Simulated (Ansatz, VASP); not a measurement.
**One calculation of CuI, two programs**

Contents of POSCAR:

```
CuI
1.0
    3.6613896554      0.0000000000      0.0000000000
    0.0000000000      3.6613896554      0.0000000000
    0.0000000000      0.0000000000      3.6613896554
Cu I
1 1
Direct
    0.0000000000      0.0000000000      0.0000000000
    0.5000000000      0.5000000000      0.5000000000
```

Contents of INCAR.step1:

```
SYSTEM = CuI
ALGO = Normal ; EDIFF = 1E-5
ENCUT = 520 ; GGA = PE
ISIF = 2 ; ISMEAR = -1
LASPH = .True. ; LREAL = .False.
LWAVE = .True. ; NBANDS = 16
NELM = 80 ; PREC = Accurate
SIGMA = 0.02
```

The input INCAR.step2:

```
SYSTEM = CuI
AEXX = 0.2 ; ALGO = Normal
EDIFF = 1E-6 ; ENCUT = 520
GGA = PE ; ISIF = 2
ISMEAR = -1 ; ISTART = 1
LASPH = .True. ; LCHARG = .True.
LELF = .True. ; LHFCALC = .True.
LREAL = .False. ; LVHAR = .True.
LWAVE = .False. ; NBANDS = 16
NELM = 80 ; PREC = Accurate
PRECFOCK = Normal ; SIGMA = 0.02
```

File KPOINTS:

```
k-points
0
Gamma
  4 4 4
  0 0 0
```

Input for Ansatz:

```yaml
crystal:
  lattice:
    - [3.6613896554, 0.0, 0.0]
    - [0.0, 3.6613896554, 0.0]
    - [0.0, 0.0, 3.6613896554]
  atoms:
    - { symbol: Cu, position: [0.0, 0.0, 0.0] }
    - { symbol: I, position: [0.5, 0.5, 0.5] }
kpoints:
  mp_grid: { grid: [4, 4, 4] }
hamiltonian:
  xc: { exchange: pbe, correlation: pbe, exx: { coeff: 0.2 } }
scf:
  occupations: { method: fermi_dirac, width: 0.02 }
  n_extra_bands: 4
output:
  forces: true
  stress: true
  eigenvalues: true
```

Alike in both runs: task single point; functional PBE-based global hybrid with a share of 0.2 of exact exchange; k mesh 4 × 4 × 4; occupations fermi-dirac, width 0.02 eV; no spin polarisation.

|  | VASP | Ansatz |
| --- | --- | --- |
| version | VASP 6.6.1 | Ansatz 0.2.0 |
| potentials or method | VASP PAW PBE potentials, release 64 (Cu, I) | plane waves |
| plane-wave cutoff (eV) | 520 | 420 |
| valence electrons in the cell | 18 | 36 |

VASP gave:

```
gap on the k mesh at the Fermi level (eV) : 0.87
pressure (GPa)                            : 1.4
```

**Question.** Estimate Ansatz's values.

**Answer.** gap on the k mesh at the Fermi level (eV): 0.85; pressure (GPa): 1.8.

VASP's potentials were made for PBE, not for PBE-based global hybrid. With one functional, cell and mesh, what is left measures potentials, basis and numerics. VASP's potentials hold 18 valence electrons a cell and Ansatz's 36, so a difference there can come from the potentials and not from the codes. Ansatz's warnings: stress exchange threshold loose, stress scf threshold loose.

The k mesh is coarse, so the values compare programs but aren't converged. Spin-orbit coupling is off throughout.
